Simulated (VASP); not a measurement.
The system is LiNbO3.

```
Li Nb O
1.0
     2.57565    1.48705    4.62180
    -2.57565    1.48705    4.62180
     0.00000   -2.97410    4.62180
Li Nb O
2 2 6
Direct
  0.30210 0.30210 0.30210
  0.80210 0.80210 0.80210
  0.01920 0.01920 0.01920
  0.51920 0.51920 0.51920
  0.13110 0.37830 0.74050
  0.74050 0.13110 0.37830
  0.37830 0.74050 0.13110
  0.24050 0.87830 0.63110
  0.87830 0.63110 0.24050
  0.63110 0.24050 0.87830
```

- Program: VASP 6.6.1
- Task: relaxation of cell and atoms
- Functional: LDA
- Potentials or basis: VASP PAW LDA potentials, release 64 (Li_sv, Nb_sv, O)
- Cutoff: 600 eV
- k mesh: 4 × 4 × 4
- Occupations: gaussian, width 0.01 eV
- Spin: no spin polarisation

At the start: pressure -5.9 GPa; volume 10.62 Å³/atom.

Task: Where does the relaxation end?

Result: Over 35 steps the energy falls by 9.5 meV/atom and the volume is 10.12 Å³/atom (-4.7 %); space group R3c (No. 161, to 0.05 Å).

The path:
| step | energy change (eV) | largest force (eV/Å) | pressure (GPa) | volume (Å³) |
| --- | --- | --- | --- | --- |
| 1 | 0.0000 | 0.1409 | -5.89 | 106.21 |
| 2 | 0.0000 | 0.7368 | 6.96 | 100.32 |
| 3 | -0.0584 | 0.3734 | 0.17 | 103.20 |
| 4 | -0.0831 | 0.1366 | 0.16 | 102.15 |
| 5 | -0.0832 | 0.1376 | 0.17 | 102.10 |
| 6 | -0.0875 | 0.0917 | -0.46 | 102.17 |
| 7 | -0.0896 | 0.0677 | -1.35 | 102.28 |
| 8 | -0.0916 | 0.0431 | -1.11 | 102.09 |
| 9 | -0.0943 | 0.0139 | -0.49 | 101.67 |
| 10 | -0.0919 | 0.1347 | 0.81 | 100.84 |
| 11 | -0.0946 | 0.0456 | -0.12 | 101.45 |
| 12 | -0.0949 | 0.0362 | -0.10 | 101.39 |
| 13 | -0.0953 | 0.0079 | 0.04 | 101.23 |
| 14 | -0.0953 | 0.0049 | 0.07 | 101.19 |
| 15 | -0.0953 | 0.0053 | 0.08 | 101.19 |
| 16 | -0.0953 | 0.0059 | 0.01 | 101.22 |
| 17 | -0.0953 | 0.0081 | -0.03 | 101.23 |
| 18 | -0.0954 | 0.0047 | -0.04 | 101.24 |
| 19 | -0.0954 | 0.0044 | -0.03 | 101.24 |
| 20 | -0.0954 | 0.0042 | -0.02 | 101.24 |
| 21 | -0.0954 | 0.0045 | -0.01 | 101.23 |
| 22 | -0.0954 | 0.0055 | 0.07 | 101.19 |
| 23 | -0.0954 | 0.0040 | 0.04 | 101.21 |
| 24 | -0.0954 | 0.0048 | 0.05 | 101.21 |
| 25 | -0.0954 | 0.0051 | 0.04 | 101.22 |
| 26 | -0.0954 | 0.0050 | 0.03 | 101.22 |
| 27 | -0.0954 | 0.0029 | 0.00 | 101.22 |
| 28 | -0.0954 | 0.0022 | 0.00 | 101.22 |
| 29 | -0.0954 | 0.0024 | 0.00 | 101.22 |
| 30 | -0.0954 | 0.0060 | -0.01 | 101.21 |
| 31 | -0.0954 | 0.0038 | 0.01 | 101.21 |
| 32 | -0.0954 | 0.0026 | 0.01 | 101.22 |
| 33 | -0.0954 | 0.0022 | 0.01 | 101.22 |
| 34 | -0.0954 | 0.0028 | -0.01 | 101.22 |
| 35 | -0.0954 | 0.0015 | -0.03 | 101.23 |

Final structure:
```cif
data_structure
_symmetry_space_group_name_H-M 'P 1'
_symmetry_Int_Tables_number 1
_cell_length_a 5.4160
_cell_length_b 5.4160
_cell_length_c 5.4160
_cell_angle_alpha 55.737
_cell_angle_beta 55.737
_cell_angle_gamma 55.737
_cell_volume 101.23
loop_
_atom_site_label
_atom_site_type_symbol
_atom_site_fract_x
_atom_site_fract_y
_atom_site_fract_z
_atom_site_occupancy
Li1 Li 0.30196 0.30196 0.30196 1
Li2 Li 0.80196 0.80196 0.80196 1
Nb1 Nb 0.01808 0.01808 0.01808 1
Nb2 Nb 0.51808 0.51808 0.51808 1
O1 O 0.12602 0.38722 0.73793 1
O2 O 0.73793 0.12602 0.38722 1
O3 O 0.38722 0.73793 0.12602 1
O4 O 0.23793 0.88722 0.62602 1
O5 O 0.88722 0.62602 0.23793 1
O6 O 0.62602 0.23793 0.88722 1
```

Caveat: the cutoff is under 1.25 times the usual one of these potentials, so pressure, stress and relaxed cells hold a basis-set (Pulay) error.
